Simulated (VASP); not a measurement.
# LiNbO3 (P1) in VASP: single point with PBE

Aim: the single point of LiNbO3 with PBE.

Program: VASP 6.6.1. These are calculated values, not measurements. Logs are shortened: lines on timing, memory, paths and dates and some standing lists are left out, and cuts for length are marked.

### Step 1. The cell of the first run

The typed cell holds 10 atoms: a = 5.141 Å, b = 5.141 Å, c = 5.491 Å, α = 117.92°, β = 117.92°, γ = 60.00°.

### Step 2. Single point, PBE

INCAR

```
PREC     = Accurate       # precision mode
ENCUT    = 520            # plane-wave cutoff, eV
EDIFF    = 1E-6           # SCF threshold, eV
ISMEAR   = -1             # smearing method
SIGMA    = 0.1            # smearing width, eV
LREAL    = False          # projectors in reciprocal space
LASPH    = True           # aspherical terms in the spheres
NELM     = 80             # most SCF steps
ALGO     = Normal         # electronic algorithm
ISIF     = 2              # what is computed and relaxed
LWAVE    = False          # write WAVECAR
LCHARG   = False          # write CHGCAR
GGA      = PE             # functional
NBANDS   = 45             # bands
```

KPOINTS

```
Automatic mesh
0
Gamma
  4 4 3
```

POSCAR

```
LiNbO3
1.0
    2.5706830000      4.4525540000      0.0000000000
   -2.5706830000      4.4525540000      0.0000000000
    0.0000000000     -2.9683690000      4.6189670000
O Li Nb
6 2 2
Direct
    0.1388254468      0.3664377195      0.2524596950
    0.7404931235      0.1403635082      0.2451749493
    0.3744485026      0.7343454639      0.2487147018
    0.2377860890      0.8815865887      0.7533346742
    0.8836112696      0.6256016278      0.7452226872
    0.6285913849      0.2414063450      0.7497810658
    0.3097620631      0.3140725907      0.9180942406
    0.7966781565      0.8047153202      0.4085822653
    0.0217484034      0.0194140044      0.0604412199
    0.5177981769      0.5210630680      0.5597190887
```

Potentials or basis: VASP PAW PBE potentials, release 64 (O, Li_sv, Nb_sv).

The run is started by

```
$ cat potpaw_PBE.64/O/POTCAR potpaw_PBE.64/Li_sv/POTCAR potpaw_PBE.64/Nb_sv/POTCAR > POTCAR
$ mpirun -np 1 vasp_std > vasp.out
```

OUTCAR:

```text
PREC = Accurate
   ENCUT = 520
   EDIFF = 1E-6
   ISMEAR = -1
   LREAL = False
   LASPH = True
   NELM = 80
   ISIF = 2
   GGA = PE

 ion  position               nearest neighbor table
   1  0.139  0.366  0.252-   9 1.84  10 2.12   8 2.13   7 2.24
   2  0.740  0.140  0.245-   9 1.84  10 2.14   8 2.14   7 2.17
   3  0.374  0.734  0.249-   9 1.87   8 2.08  10 2.10   7 2.13
   4  0.238  0.882  0.753-  10 1.89   9 2.10   7 2.13   8 2.25
   5  0.884  0.626  0.745-  10 1.89   7 2.06   9 2.15   8 2.21
   6  0.629  0.241  0.750-  10 1.87   7 2.04   9 2.14   8 2.22
   7  0.310  0.314  0.918-   6 2.04   5 2.06   4 2.13   3 2.13   2 2.17   1 2.24
   8  0.797  0.805  0.409-   3 2.08   1 2.13   2 2.14   5 2.21   6 2.22   4 2.25
   9  0.022  0.019  0.060-   1 1.84   2 1.84   3 1.87   4 2.10   6 2.14   5 2.15
  10  0.518  0.521  0.560-   6 1.87   4 1.89   5 1.89   3 2.10   1 2.12   2 2.14

  LATTYP: Found a trigonal (rhomboedric) cell.
 ALAT       =     5.4905439027
 COS(alpha) =     0.5615739151

  Lattice vectors:

 A1 = (  -2.5706830000,   1.4841850000,   4.6189670000)
 A2 = (   0.0000000000,  -2.9683690000,   4.6189670000)
 A3 = (   2.5706830000,   1.4841850000,   4.6189670000)

Analysis of symmetry for initial positions (statically):
=====================================================================
 Subroutine PRICEL returns:
 Original cell was already a primitive cell.

 Routine SETGRP: Setting up the symmetry group for a
 trigonal (rhombohedral) supercell.

 Subroutine GETGRP returns: Found  1 space group operations
 (whereof  1 operations were pure point group operations)
 out of a pool of 12 trial point group operations.

The static configuration has the point symmetry C_1 .

Analysis of symmetry for dynamics (positions and initial velocities):
=====================================================================
 Subroutine PRICEL returns:
 Original cell was already a primitive cell.

 Routine SETGRP: Setting up the symmetry group for a
 trigonal (rhombohedral) supercell.

 Subroutine GETGRP returns: Found  1 space group operations
 (whereof  1 operations were pure point group operations)
 out of a pool of 12 trial point group operations.

The dynamic configuration has the point symmetry C_1 .

 Subroutine INISYM returns: Found  1 space group operations
 (whereof  1 operations are pure point group operations),
 and found     1 'primitive' translations

----------------------------------------------------------------------------------------

                                     Primitive cell

  volume of cell :     105.7384

  direct lattice vectors                    reciprocal lattice vectors
     2.570683000  4.452554000  0.000000000     0.194500839  0.112295101  0.072166200
    -2.570683000  4.452554000  0.000000000    -0.194500839  0.112295101  0.072166200
     0.000000000 -2.968369000  4.618967000     0.000000000  0.000000000  0.216498624

  length of vectors
     5.141366376  5.141366376  5.490543750     0.235899823  0.235899823  0.216498624

  position of ions in fractional coordinates (direct lattice)
     0.138825447  0.366437719  0.252459695
     0.740493124  0.140363508  0.245174949
     0.374448503  0.734345464  0.248714702
     0.237786089  0.881586589  0.753334674
     0.883611270  0.625601628  0.745222687
     0.628591385  0.241406345  0.749781066
     0.309762063  0.314072591  0.918094241
     0.796678157  0.804715320  0.408582265
     0.021748403  0.019414004  0.060441220
     0.517798177  0.521063068  0.559719089

  ion indices of the primitive-cell ions
   primitive index   ion index
                 1           1
                 2           2
                 3           3
                 4           4
                 5           5
                 6           6
                 7           7
                 8           8
                 9           9
                10          10

----------------------------------------------------------------------------------------

 KPOINTS: Automatic mesh

Automatic generation of k-mesh.
 Grid dimensions read from file:
 generate k-points for:    4    4    3

 Generating k-lattice:

  Cartesian coordinates                     Fractional coordinates (reciprocal lattice)
     0.048625210  0.028073775  0.018041550     0.250000000  0.000000000  0.000000000
    -0.048625210  0.028073775  0.018041550     0.000000000  0.250000000  0.000000000
     0.000000000  0.000000000  0.072166208     0.000000000  0.000000000  0.333333333

  Length of vectors
     0.058974956  0.058974956  0.072166208

  Shift w.r.t. Gamma in fractional coordinates (k-lattice)
     0.000000000  0.000000000  0.000000000

 -----------------------------------------------------------------------------
|                                                                             |
|           W    W    AA    RRRRR   N    N  II  N    N   GGGG   !!!           |
|           W    W   A  A   R    R  NN   N  II  NN   N  G    G  !!!           |
|           W    W  A    A  R    R  N N  N  II  N N  N  G       !!!           |
|           W WW W  AAAAAA  RRRRR   N  N N  II  N  N N  G  GGG   !            |
|           WW  WW  A    A  R   R   N   NN  II  N   NN  G    G                |
|           W    W  A    A  R    R  N    N  II  N    N   GGGG   !!!           |
|                                                                             |
|     Your reciprocal lattice and k-lattice belong to different lattice       |
|     classes:                                                                |
|                                                                             |
|        The reciprocal lattice is rhombohedral (trigonal),                   |
|        whereas your k-lattice is base-centered monoclinic.                  |
|                                                                             |
|     Results are often still useful ...                                      |
|                                                                             |
 -----------------------------------------------------------------------------

 WARNING: IBZKPT: internal override: KBLOWUP is changed to .FALSE.
      ... skipping the blow-up phase ...

 Subroutine IBZKPT returns following result:
 ===========================================

 Found     26 irreducible k-points:

 Following reciprocal coordinates:
            Coordinates               Weight
  0.000000  0.000000  0.000000      1.000000
  0.250000  0.000000  0.000000      2.000000
  0.500000  0.000000  0.000000      1.000000
  0.000000  0.250000  0.000000      2.000000
  0.250000  0.250000  0.000000      2.000000
  0.500000  0.250000 -0.000000      2.000000
[... 16 lines left out ...]
  0.000000 -0.250000  0.333333      2.000000
  0.250000 -0.250000  0.333333      2.000000
 [... further k-points ...]
   k-points           NKPTS =     26   k-points in BZ     NKDIM =     26   number of bands    NBANDS=     45
   number of dos      NEDOS =    301   number of ions     NIONS =     10
   total plane-waves  NPLWV =  67200
   dimension x,y,z NGX =    40 NGY =   40 NGZ =   42
   dimension x,y,z NGXF=    80 NGYF=   80 NGZF=   84
   ions per type =               6   2   2
   NGX,Y,Z   is equivalent  to a cutoff of  12.93, 12.93, 12.72 a.u.
   NGXF,Y,Z  is equivalent  to a cutoff of  25.87, 25.87, 25.43 a.u.
 SYSTEM =  unknown system
   PREC   = accura    normal or accurate (medium, high low for compatibility)
   ISTART =      0    job   : 0-new  1-cont  2-samecut
   ICHARG =      2    charge: 1-file 2-atom 10-const
   ISPIN  =      1    spin polarized calculation?
   LNONCOLLINEAR =      F non collinear calculations
   LSORBIT =      F    spin-orbit coupling
   LASPH  =      T    aspherical Exc in radial PAW
   ENCUT  =  520.0 eV  38.22 Ry    6.18 a.u.   9.56  9.56 10.21*2*pi/ulx,y,z
   NELM   =     80;   NELMIN=  2; NELMDL= -5     # of ELM steps
   EDIFF  = 0.1E-05   stopping-criterion for ELM
   LREAL  =      F    real-space projection
   EDIFFG = 0.1E-04   stopping-criterion for IOM
   NSW    =      0    number of steps for IOM
   IBRION =     -1    ionic relax: 0-MD 1-quasi-New 2-CG
   NFREE  =      0    steps in history (QN), initial steepest desc. (CG)
   ISIF   =      2    stress and relaxation
   ISYM   =      2    0-nonsym 1-usesym 2-fastsym
   POTIM  = 0.5000    time-step for ionic-motion
   TEBEG  =    0.0;   TEEND  =   0.0 temperature during run
   PSTRESS=    0.0 pullay stress
   NELECT =      68.0000    total number of electrons
   NUPDOWN=      -1.0000    fix difference up-down
   EMIN   =  10.00;   EMAX   =-10.00  energy-range for DOS
   EFERMI =   0.00;   METHOD = LEGACY
   ISMEAR =    -1;   SIGMA  =   0.10  broadening in eV -4-tet -1-fermi 0-gaus
   EFERMI_NEDOS =   21; number of points for ismear=-14 and -15
   IALGO  =     38    algorithm
   IMIX   =      4    mixing-type and parameters
     AMIX     =   0.40;   BMIX     =  1.00
     AMIX_MAG =   1.60;   BMIX_MAG =  1.00
  volume/ion in A,a.u.               =      10.57        71.36
  Fermi-wavevector in a.u.,A,eV,Ry     =   1.413081  2.670335 27.168071  1.996797
  Thomas-Fermi vector in A             =   2.534763
   LORBIT       =      0    0 simple, 1 ext, 2 COOP (PROOUT), +10 PAW based schemes
   GGA     = PE    functional components
   LHFCALC =     F    Hartree Fock is set to
   AEXX    =    0.0000 exact exchange contribution
   IVDW    =     0    specifies the selected vdW correction
   LEPSILON=     F    determine dielectric tensor
   LRPA    =     F    only Hartree local field effects (RPA)
 non-spin polarized calculation
  energy-cutoff  :      520.00
  volume of cell :      105.74
 maximum number of plane-waves:      2867
 NGX is ok and might be reduce to    40
   NGX = 19   NGY = 19   NGZ = 21

 number of electron      67.9999997 magnetization

 Free energy of the ion-electron system (eV)
  ---------------------------------------------------
  ext. energy  EPLUGINS =         0.00000000
  ---------------------------------------------------
  free energy    TOTEN  =       -79.89820718 eV

  energy without entropy =      -79.89820715  energy(sigma->0) =      -79.89820717

 E-fermi :   5.4430     XC(G=0): -10.8086

 val. band max:        3.6146331075   @ k =   0.0000   0.0000   0.0000
 cond. band min:       7.2558754945   @ k =   0.0000   0.0000   0.0000
 fundamental gap:      3.6412423871
 Fermi energy:         5.4429830465

 k-point     1 :       0.0000    0.0000    0.0000
  band No.  band energies     occupation
      1     -50.5420      2.00000
      2     -50.4279      2.00000
      3     -39.2029      2.00000
      4     -38.9094      2.00000
      5     -26.8424      2.00000
      6     -26.8354      2.00000
[... 37 lines left out ...]
     44      13.7284      0.00000
     45      13.8368      0.00000

 k-point     2 :       0.2500    0.0000    0.0000
  band No.  band energies     occupation
      1     -50.5417      2.00000
      2     -50.4282      2.00000
      3     -39.2029      2.00000
      4     -38.9095      2.00000
      5     -26.8207      2.00000
      6     -26.8162      2.00000
[... 1048 lines left out ...]
 k-point    24 :       0.2500   -0.2500    0.3333
  band No.  band energies     occupation
      1     -50.5414      2.00000
      2     -50.4284      2.00000
      3     -39.2030      2.00000
      4     -38.9096      2.00000
      5     -26.8312      2.00000
      6     -26.8266      2.00000
[... 37 lines left out ...]
     44      13.2730      0.00000
     45      13.9166      0.00000

 [... further k-points ...]

------------------------ aborting loop because EDIFF is reached ----------------------------------------

  FORCE on cell =-STRESS in cart. coord.  units (eV):
  Direction    XX          YY          ZZ          XY          YZ          ZX
  --------------------------------------------------------------------------------------
  -------------------------------------------------------------------------------------
  Total        4.4898571      5.1999465      4.2668142     -0.1889815     -0.1796872     -0.3051314
  in kB       68.0315751     78.7910491     64.6519670     -2.8635007     -2.7226704     -4.6234360
  external PRESSURE =      70.4915304 kB  Pullay stress =       0.0000000 kB

 VOLUME and BASIS-vectors are now :
 -----------------------------------------------------------------------------
  energy-cutoff  :      520.00
  volume of cell :      105.74
      direct lattice vectors                 reciprocal lattice vectors
     2.570683000  4.452554000  0.000000000     0.194500839  0.112295101  0.072166200
    -2.570683000  4.452554000  0.000000000    -0.194500839  0.112295101  0.072166200
     0.000000000 -2.968369000  4.618967000     0.000000000  0.000000000  0.216498624

 POSITION                                       TOTAL-FORCE (eV/Angst)
 -----------------------------------------------------------------------------------
     -0.58512      1.50032      1.16610        -0.645666      0.950141      0.445796
      1.54274      3.19429      1.13246        -0.313841     -1.119750      0.503012
     -0.92518      4.19869      1.14881         0.362811      0.186115      0.161712
     -1.65501      2.74789      3.47963         0.147073      0.343523     -0.309891
      0.66326      4.50776      3.44216        -0.069283     -0.207766     -0.010027
      0.99533      1.64808      3.46321         0.124697     -0.148557     -0.058023
     -0.01108      0.05242      4.24065         0.035438     -0.115309     -0.158851
     -0.02066      5.91747      1.88723         0.051221      0.000783      0.020576
      0.00600      0.00387      0.27918         0.336436     -0.217883     -0.974494
     -0.00839      2.96413      2.58532        -0.028885      0.328704      0.380190
 -----------------------------------------------------------------------------------
    total drift:                                0.000133      0.000199      0.000420

  FREE ENERGIE OF THE ION-ELECTRON SYSTEM (eV)
  ---------------------------------------------------
  free  energy   TOTEN  =       -79.8982071846 eV

  energy  without entropy=      -79.8982071500  energy(sigma->0) =      -79.89820717
```

It took 2.5 min on 1 thread of Intel Xeon Platinum 8375C at 2.90GHz (Ice Lake), shared host; peak memory 0.29 GiB.

Results:

```
Free energy            : -79.8982 eV
Largest force          : 1.267 eV/Å
Band gap on the k mesh : 3.64 eV, direct
```

Forces on the atoms (eV/Å):
```
O   -0.646  0.950  0.446
O   -0.314 -1.120  0.503
O    0.363  0.186  0.162
O    0.147  0.344 -0.310
O   -0.069 -0.208 -0.010
O    0.125 -0.149 -0.058
Li   0.035 -0.115 -0.159
Li   0.051  0.001  0.021
Nb   0.336 -0.218 -0.974
Nb  -0.029  0.329  0.380
```

Caveat: the k points lie up to 0.45 Å⁻¹ apart; the cutoff is under 1.25 times the usual one of these potentials, so pressure, stress and relaxed cells hold a basis-set (Pulay) error; forces of over 1 eV/Å act on the atoms, so gaps and moduli don't describe the material at rest. A k mesh can miss the band edges.
